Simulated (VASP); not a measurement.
A run of VASP 6.6.1:

File INCAR:

```
SYSTEM = TiPd
  PREC = Accurate
  ENCUT = 520
  EDIFF = 1E-8
  ISMEAR = -1
  SIGMA = 0.08
  LREAL = .False.
  LASPH = .True.
  NELM = 60
  ALGO = Normal
  ISIF = 2
  LWAVE = .False.
  LCHARG = .False.
  GGA = PS
  LEFG = .True.
  NBANDS = 18
```

The input KPOINTS:

```
Automatic mesh
0
Gamma
  13 13 13
  0 0 0
```

Contents of POSCAR:

```
TiPd
1.0
    3.1800000000      0.0000000000      0.0000000000
    0.0000000000      3.1800000000      0.0000000000
    0.0000000000      0.0000000000      3.2436000000
Ti Pd
1 1
Direct
    0.5000000000      0.5000000000      0.5000000000
    0.0000000000      0.0000000000      0.0000000000
```

Potentials or basis: VASP PAW PBE potentials, release 64 (Ti_sv, Pd).

Run with:

```bash
$ cat potpaw_PBE.64/Ti_sv/POTCAR potpaw_PBE.64/Pd/POTCAR > POTCAR
$ mpirun -np 1 vasp_std > vasp.out
```

Hardware: 1 thread of Intel(R) Xeon(R) Platinum 8488C (Sapphire Rapids), on a shared host.

Question: How long does it take, and how much memory?

Answer: Wall time 47 s on 1 thread of Intel(R) Xeon(R) Platinum 8488C (Sapphire Rapids), on a shared host, peak memory 0.23 GiB. Counts: scf iterations 16, k points 196.
